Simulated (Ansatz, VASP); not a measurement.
ScAlN2: VASP beside Ansatz

File INCAR:

```
PREC = Accurate
ENCUT = 520
EDIFF = 1E-6
ISMEAR = 0
SIGMA = 0.1
LREAL = F
LASPH = T
NELM = 60
ALGO = Normal
ISIF = 2
LWAVE = F
LCHARG = F
GGA = PE
NBANDS = 20
```

The input KPOINTS:

```
regular mesh
0
Gamma
  6 6 6
```

POSCAR

```
ScAlN2
1.0
    2.1225667700      1.2254644900      4.2185147700
   -2.1225667700      1.2254644900      4.2185147700
    0.0000000000     -2.4509289900      4.2185147700
Sc Al N
1 1 2
Direct
    0.5000000000      0.5000000000      0.5000000000
    0.0000000000      0.0000000000      0.0000000000
    0.1868452900      0.1868452900      0.1868452900
    0.8131547100      0.8131547100      0.8131547100
```

Input for Ansatz:

```yaml
crystal:
  lattice:
    - [2.12256677, 1.22546449, 4.21851477]
    - [-2.12256677, 1.22546449, 4.21851477]
    - [0.0, -2.45092899, 4.21851477]
  atoms:
    - { symbol: Sc, position: [0.5, 0.5, 0.5] }
    - { symbol: Al, position: [0.0, 0.0, 0.0] }
    - { symbol: "N", position: [0.18684529, 0.18684529, 0.18684529] }
    - { symbol: "N", position: [0.81315471, 0.81315471, 0.81315471] }
basis:
  ecutwfc: 420
kpoints:
  mp_grid: { grid: [6, 6, 6] }
hamiltonian:
  xc: pbe
scf:
  occupations: { method: gaussian, width: 0.1 }
  lower_state_search: "off"
output:
  forces: true
  stress: true
  eigenvalues: true
```

Alike in both runs: task single point; functional PBE; k mesh 6 × 6 × 6; occupations gaussian, width 0.1 eV; no spin polarisation.

|  | VASP | Ansatz |
| --- | --- | --- |
| version | VASP 6.6.1 | Ansatz 0.2.0 |
| potentials or method | VASP PAW PBE potentials, release 64 (Sc_sv, Al, N), cutoff 520 eV | scalar-relativistic, plane waves, PAW |
| valence electrons in the cell | 24 | 24 |

```tsv
	VASP	Ansatz	Ansatz less VASP
gap on the k mesh at the Fermi level (eV)	none	none	-
pressure (GPa)	-17.5	-17.6	-0.10
traceless stress, the component that is largest in VASP (GPa)	-6.34	-6.23	+0.105
rms of the force components (eV/Å)	0.277	0.280	+0.0027
```

Atom by atom the forces differ by 0.003 eV/Å (rms over components). A gap of «none» marks a metal or a gap that the smearing closes.
